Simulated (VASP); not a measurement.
# CaO (Fm-3m) in VASP: a series of runs, part 2 of 2

VASP 6.6.1. The steps go on from the part before.

**4. Vibrations by perturbation theory, LDA**

This run uses another cell than the first one, of 13.04 Å³/atom, 1.020 times its volume.

INCAR reads:

```
ALGO = Normal
EDIFF = 1E-8
ENCUT = 520
GGA = CA
IBRION = 8
ISIF = 2
ISMEAR = 0
LASPH = True
LCHARG = False
LEPSILON = True
LREAL = False
LWAVE = False
NELM = 80
NSW = 1
PREC = Accurate
SIGMA = 0.01
```

KPOINTS reads:

```
k-points
0
Gamma
  8 8 8
```

POSCAR reads:

```
CaO
1.0
    0.0000000000      2.3539498127      2.3539498127
    2.3539498127      0.0000000000      2.3539498127
    2.3539498127      2.3539498127      0.0000000000
Ca O
1 1
Direct
    0.0000000000      0.0000000000      0.0000000000
    0.5000000000      0.5000000000      0.5000000000
```

Potentials or basis: VASP PAW LDA potentials, release 64 (Ca_sv, O).

Started as:

```sh
> cat potpaw_LDA.64/Ca_sv/POTCAR potpaw_LDA.64/O/POTCAR > POTCAR
> mpirun -np 1 vasp_std > vasp.out
```

OUTCAR:

```text
EDIFF = 1E-8
   ENCUT = 520
   GGA = CA
   IBRION = 8
   ISIF = 2
   ISMEAR = 0
   LASPH = True
   LEPSILON = True
   LREAL = False
   NELM = 80
   NSW = 1
   PREC = Accurate

 ion  position               nearest neighbor table
   1  0.000  0.000  0.000-   2 2.35   2 2.35   2 2.35   2 2.35   2 2.35   2 2.35
   2  0.500  0.500  0.500-   1 2.35   1 2.35   1 2.35   1 2.35   1 2.35   1 2.35

  LATTYP: Found a face centered cubic cell.
 ALAT       =     4.7078996254

  Lattice vectors:

[... 708 lines left out ...]
   6 f/i=    0.029283 THz     0.183989 2PiTHz    0.976766 cm-1     0.121104 meV
             X         Y         Z           dx          dy          dz
      0.000000  0.000000  0.000000     0.013196    0.833198   -0.131683
      2.353950  2.353950  2.353950     0.008398    0.530258   -0.083805

--------------------------------------------------------------------------------------------------------

 MACROSCOPIC STATIC DIELECTRIC TENSOR IONIC CONTRIBUTION
 ------------------------------------------------------
          10.372655    -0.000000    -0.000000
          -0.000000    10.372655     0.000000
          -0.000000     0.000000    10.372655
 ------------------------------------------------------

 ELASTIC MODULI CONTR FROM IONIC RELAXATION (kBar)
 Direction    XX          YY          ZZ          XY          YZ          ZX
 --------------------------------------------------------------------------------
 XX           0.0000      0.0000      0.0000      0.0000      0.0000      0.0000
 YY           0.0000      0.0000      0.0000      0.0000      0.0000      0.0000
 ZZ           0.0000      0.0000      0.0000      0.0000      0.0000      0.0000
 XY           0.0000      0.0000      0.0000      0.0000      0.0000      0.0000
 YZ           0.0000      0.0000      0.0000      0.0000      0.0000      0.0000
 ZX           0.0000      0.0000      0.0000      0.0000      0.0000      0.0000
 --------------------------------------------------------------------------------

 PIEZOELECTRIC TENSOR IONIC CONTR  for field in x, y, z        (C/m^2)
          XX          YY          ZZ          XY          YZ          ZX
  --------------------------------------------------------------------------------
  x     0.00000     0.00000     0.00000     0.00000     0.00000     0.00000
  y     0.00000     0.00000     0.00000     0.00000     0.00000     0.00000
  z     0.00000     0.00000     0.00000     0.00000     0.00000     0.00000
```

stdout:

```text
POSCAR found type information on POSCAR CaO
 POSCAR found :  2 types and       2 ions
 scaLAPACK will be used
 LDA part: xc-table for (Slater(with rela. corr.)+CA(PZ))
 , standard interpolation
 POSCAR, INCAR and KPOINTS ok, starting setup
 FFT: planning ... GRIDC
 FFT: planning ... GRID_SOFT
 FFT: planning ... GRID
[... 24 lines left out ...]
 Linear response to external field, progress :
  Direction:   3
 dielectric tensor                  component  3 :     0.027     0.213     3.886
 Linear response DOF=           2
 Linear response progress:
 first order change of Fermi-energy   0.28319E-03
 force on displaced ion       1 direction 1 :  -3.810   0.000   0.000
 Born effective charge ion    1 direction 1 :   2.373   0.000   0.000
 Linear response progress:
 first order change of Fermi-energy   0.74660E-04
 force on displaced ion       2 direction 1 :  -3.755   0.000   0.000
 Born effective charge ion    2 direction 1 :  -2.379   0.000   0.000
 Born effective charges drift removed
 Linear response finished
```

Run time: 14 min. Hardware: 1 thread of AMD EPYC 7R13, shared host; peak memory 0.17 GiB.

Results:

| Item | Value |
| --- | --- |
| Electronic dielectric tensor (diagonal) | 3.89 |
| Born charges (mean of the diagonal) | Ca +2.38; O -2.38 e |
| Highest phonon frequency at Γ, LO-TO splitting left out | 299 cm⁻¹ |

Phonon frequencies in cm⁻¹ (negative: imaginary):
```
              q point           frequencies
(0.000, 0.000, 0.000)  -1 -1 -1 299 299 299
```

Electronic dielectric tensor:
```
3.89 0.00 0.00
0.00 3.89 0.00
0.00 0.00 3.89
```

Born effective charge tensors (e):
atom 1, Ca
```
2.38 0.00 0.00
0.00 2.38 0.00
0.00 0.00 2.38
```
atom 2, O
```
-2.38  0.00  0.00
 0.00 -2.38  0.00
 0.00  0.00 -2.38
```

**5. Vibrations by perturbation theory, LDA**

This run uses another cell than the first one, of 13.04 Å³/atom, 1.020 times its volume.

INCAR reads:

```
ALGO     = Normal         # electronic algorithm
EDIFF    = 1E-8           # SCF threshold, eV
ENCUT    = 520            # plane-wave cutoff, eV
GGA      = CA             # functional
IBRION   = 8              # ionic algorithm
ISIF     = 2              # what is computed and relaxed
ISMEAR   = 0              # smearing method
LASPH    = True           # aspherical terms in the spheres
LCHARG   = True           # write CHGCAR
LREAL    = False          # projectors in reciprocal space
LWAVE    = False          # write WAVECAR
NBANDS   = 15             # bands
NELM     = 80             # most SCF steps
NSW      = 1              # ionic steps
PREC     = Accurate       # precision mode
SIGMA    = 0.01           # smearing width, eV
```

KPOINTS is that of step 4.

POSCAR is that of step 4.

Potentials or basis: VASP PAW LDA potentials, release 64 (Ca_sv, O).

Started as:

```sh
> cat potpaw_LDA.64/Ca_sv/POTCAR potpaw_LDA.64/O/POTCAR > POTCAR
> mpirun -np 1 vasp_std > vasp.out
```

OUTCAR:

```text
EDIFF = 1E-8
   ENCUT = 520
   GGA = CA
   IBRION = 8
   ISIF = 2
   ISMEAR = 0
   LASPH = True
   LREAL = False
   NELM = 80
   NSW = 1
   PREC = Accurate

 ion  position               nearest neighbor table
   1  0.000  0.000  0.000-   2 2.35   2 2.35   2 2.35   2 2.35   2 2.35   2 2.35
   2  0.500  0.500  0.500-   1 2.35   1 2.35   1 2.35   1 2.35   1 2.35   1 2.35

  LATTYP: Found a face centered cubic cell.
 ALAT       =     4.7078996254

  Lattice vectors:

 A1 = (   0.0000000000,   2.3539498127,   2.3539498127)
 A2 = (   2.3539498127,   0.0000000000,   2.3539498127)
 A3 = (   2.3539498127,   2.3539498127,   0.0000000000)

Analysis of symmetry for initial positions (statically):
=====================================================================
 Subroutine PRICEL returns:
 Original cell was already a primitive cell.

 Routine SETGRP: Setting up the symmetry group for a
 face centered cubic supercell.

 Subroutine GETGRP returns: Found 48 space group operations
[... 660 lines left out ...]
 INTERNAL STRAIN TENSOR  FOR ION    2  DIRECTION 1   (eV/Angst):
 -----------------------------------------------------------------------------
     0.01982 -0.00000  0.00000
     0.00000 -0.01117  0.00000
     0.00000  0.00000 -0.01117

 INTERNAL STRAIN TENSOR FOR ION    2 for displacements in x,y,z  (eV/Angst):
          X           Y           Z          XY          YZ          ZX
  --------------------------------------------------------------------------------
  x     0.00000     0.00000     0.00000     0.00000     0.00000     0.00000
  y     0.00000     0.00000     0.00000     0.00000     0.00000     0.00000
  z     0.00000     0.00000     0.00000     0.00000     0.00000     0.00000

 SECOND DERIVATIVES (NOT SYMMETRIZED)
 ------------------------------------
               1X          1Y          1Z          2X          2Y          2Z
  1X    -3.746083    0.000000    0.000000    3.746083    0.000000    0.000000
  1Y     0.000000   -3.746083    0.000000    0.000000    3.746083    0.000000
  1Z     0.000000    0.000000   -3.746083    0.000000    0.000000    3.746083
  2X     3.756535    0.000000    0.000000   -3.756535    0.000000    0.000000
  2Y     0.000000    3.756535    0.000000    0.000000   -3.756535    0.000000
  2Z     0.000000    0.000000    3.756535    0.000000    0.000000   -3.756535

 Eigenvectors and eigenvalues of the dynamical matrix
 ----------------------------------------------------

   1 f  =    8.956851 THz    56.277552 2PiTHz  298.768377 cm-1    37.042541 meV
             X         Y         Z           dx          dy          dz
      0.000000  0.000000  0.000000    -0.533619    0.000000    0.000000
      2.353950  2.353950  2.353950     0.845725    0.000000    0.000000
[... 21 lines left out ...]
   6 f/i=    0.005631 THz     0.035382 2PiTHz    0.187837 cm-1     0.023289 meV
             X         Y         Z           dx          dy          dz
      0.000000  0.000000  0.000000     0.000000    0.000000    0.845725
      2.353950  2.353950  2.353950     0.000000    0.000000    0.533619

--------------------------------------------------------------------------------------------------------

 ELASTIC MODULI CONTR FROM IONIC RELAXATION (kBar)
 Direction    XX          YY          ZZ          XY          YZ          ZX
 --------------------------------------------------------------------------------
 XX           0.0000      0.0000      0.0000      0.0000      0.0000      0.0000
 YY           0.0000      0.0000      0.0000      0.0000      0.0000      0.0000
 ZZ           0.0000      0.0000      0.0000      0.0000      0.0000      0.0000
 XY           0.0000      0.0000      0.0000      0.0000      0.0000      0.0000
 YZ           0.0000      0.0000      0.0000      0.0000      0.0000      0.0000
 ZX           0.0000      0.0000      0.0000      0.0000      0.0000      0.0000
 --------------------------------------------------------------------------------
```

OSZICAR:

```text
N       E                     dE             d eps       ncg     rms          rms(c)
DAV:   1     0.124158915767E+03    0.12416E+03   -0.85572E+03   870   0.111E+03
DAV:   2    -0.106703802583E+02   -0.13483E+03   -0.12568E+03  1102   0.297E+02
DAV:   3    -0.158001041438E+02   -0.51297E+01   -0.50946E+01  1010   0.593E+01
DAV:   4    -0.159365693632E+02   -0.13647E+00   -0.13639E+00  1224   0.888E+00
[... 50 lines left out ...]
RMM:  10    -0.356911057253E+00    0.51552E-07   -0.36823E-07  3862   0.342E-04    0.132E-05
RMM:  11    -0.356910966993E+00    0.90260E-07    0.18751E-07  3727   0.160E-04    0.600E-06
RMM:  12    -0.356911019388E+00   -0.52394E-07    0.87857E-08  3799   0.717E-05    0.137E-06
RMM:  13    -0.356911003143E+00    0.16245E-07    0.22935E-07  3857   0.333E-05    0.867E-07
RMM:  14    -0.356910999960E+00    0.31826E-08    0.59119E-08  3512   0.153E-05    0.312E-07
 Linear response finished
```

stdout:

```text
POSCAR found type information on POSCAR CaO
 POSCAR found :  2 types and       2 ions
 scaLAPACK will be used
 LDA part: xc-table for (Slater(with rela. corr.)+CA(PZ))
 , standard interpolation
 POSCAR, INCAR and KPOINTS ok, starting setup
 FFT: planning ... GRIDC
 FFT: planning ... GRID_SOFT
 FFT: planning ... GRID
 WAVECAR not read
 entering main loop
 Linear response reoptimize wavefunctions to high precision
 Linear response DOF=           2
 Linear response progress:
 first order change of Fermi-energy   0.19619E-03
 force on displaced ion       1 direction 1 :  -3.746   0.000   0.000
 Linear response progress:
 first order change of Fermi-energy   0.65510E-04
 force on displaced ion       2 direction 1 :  -3.757   0.000   0.000
 Linear response finished
```

Wall time 5.1 min (1 thread of AMD EPYC 7R13, shared host); peak memory 0.17 GiB.

Results:

```yaml
Highest_phonon_frequency_at_Γ_LO-TO_splitting_left_out: 299 cm⁻¹
```

Phonon frequencies in cm⁻¹ (negative: imaginary):
```csv
q point,frequencies
"(0.000, 0.000, 0.000)",0 0 0 299 299 299
```

**6. Vibrations by perturbation theory, LDA (volume scaled by 1.020)**

INCAR reads:

```
PREC = Accurate ; ENCUT = 520
EDIFF = 1E-8 ; ISMEAR = 0
SIGMA = 0.01 ; LREAL = F
LASPH = T ; NELM = 80
ALGO = Normal ; ISIF = 2
LWAVE = F ; LCHARG = F
IBRION = 8 ; NSW = 1
```

KPOINTS reads:

```
Automatic mesh
0
Gamma
  8 8 8
```

POSCAR reads:

```
CaO
1.0
    0.0000000000      2.3695393386      2.3695393386
    2.3695393386      0.0000000000      2.3695393386
    2.3695393386      2.3695393386      0.0000000000
Ca O
1 1
Direct
    0.0000000000      0.0000000000      0.0000000000
    0.5000000000      0.5000000000      0.5000000000
```

Potentials or basis: VASP PAW LDA potentials, release 64 (Ca_sv, O).

Started as:

```sh
> cat potpaw_LDA.64/Ca_sv/POTCAR potpaw_LDA.64/O/POTCAR > POTCAR
> mpirun -np 1 vasp_std > vasp.out
```

OUTCAR:

```text
PREC = Accurate
   ENCUT = 520
   EDIFF = 1E-8
   ISMEAR = 0
   LREAL = F
   LASPH = T
   NELM = 80
   ISIF = 2
   IBRION = 8
   NSW = 1

 ion  position               nearest neighbor table
   1  0.000  0.000  0.000-   2 2.37   2 2.37   2 2.37   2 2.37   2 2.37   2 2.37
   2  0.500  0.500  0.500-   1 2.37   1 2.37   1 2.37   1 2.37   1 2.37   1 2.37

  LATTYP: Found a face centered cubic cell.
 ALAT       =     4.7390786772

  Lattice vectors:

 A1 = (   0.0000000000,   2.3695393386,   2.3695393386)
[... 616 lines left out ...]
  1X    -3.503730    0.000000    0.000000    3.503730    0.000000    0.000000
  1Y     0.000000   -3.503730    0.000000    0.000000    3.503730    0.000000
  1Z     0.000000    0.000000   -3.503730    0.000000    0.000000    3.503730
  2X     3.386416    0.000000    0.000000   -3.386416    0.000000    0.000000
  2Y     0.000000    3.386416    0.000000    0.000000   -3.386416    0.000000
  2Z     0.000000    0.000000    3.386416    0.000000    0.000000   -3.386416

 Eigenvectors and eigenvalues of the dynamical matrix
 ----------------------------------------------------

   1 f  =    8.549740 THz    53.719601 2PiTHz  285.188628 cm-1    35.358868 meV
             X         Y         Z           dx          dy          dz
      0.000000  0.000000  0.000000    -0.540682    0.000000    0.000000
      2.369539  2.369539  2.369539     0.841227   -0.000000    0.000000
[... 21 lines left out ...]
   6 f/i=    0.066215 THz     0.416040 2PiTHz    2.208688 cm-1     0.273842 meV
             X         Y         Z           dx          dy          dz
      0.000000  0.000000  0.000000     0.000000    0.000000    0.841227
      2.369539  2.369539  2.369539     0.000000    0.000000    0.540682

--------------------------------------------------------------------------------------------------------

 ELASTIC MODULI CONTR FROM IONIC RELAXATION (kBar)
 Direction    XX          YY          ZZ          XY          YZ          ZX
 --------------------------------------------------------------------------------
 XX           0.0000      0.0000      0.0000      0.0000      0.0000      0.0000
 YY           0.0000      0.0000      0.0000      0.0000      0.0000      0.0000
 ZZ           0.0000      0.0000      0.0000      0.0000      0.0000      0.0000
 XY           0.0000      0.0000      0.0000      0.0000      0.0000      0.0000
 YZ           0.0000      0.0000      0.0000      0.0000      0.0000      0.0000
 ZX           0.0000      0.0000      0.0000      0.0000      0.0000      0.0000
 --------------------------------------------------------------------------------
```

Wall time 3.4 min (1 thread of AMD EPYC 7R13, shared host); peak memory 0.17 GiB.

What came out:

```
Highest phonon frequency at Γ, LO-TO splitting left out : 285 cm⁻¹
```

Phonon frequencies in cm⁻¹ (negative: imaginary):
```csv
q point,frequencies
"(0.000, 0.000, 0.000)",-2 -2 -2 285 285 285
```

Caveat: the cell differs from its parent crystal (volume scaled by 1.020); the cell wasn't relaxed at this level first, which shifts response properties.
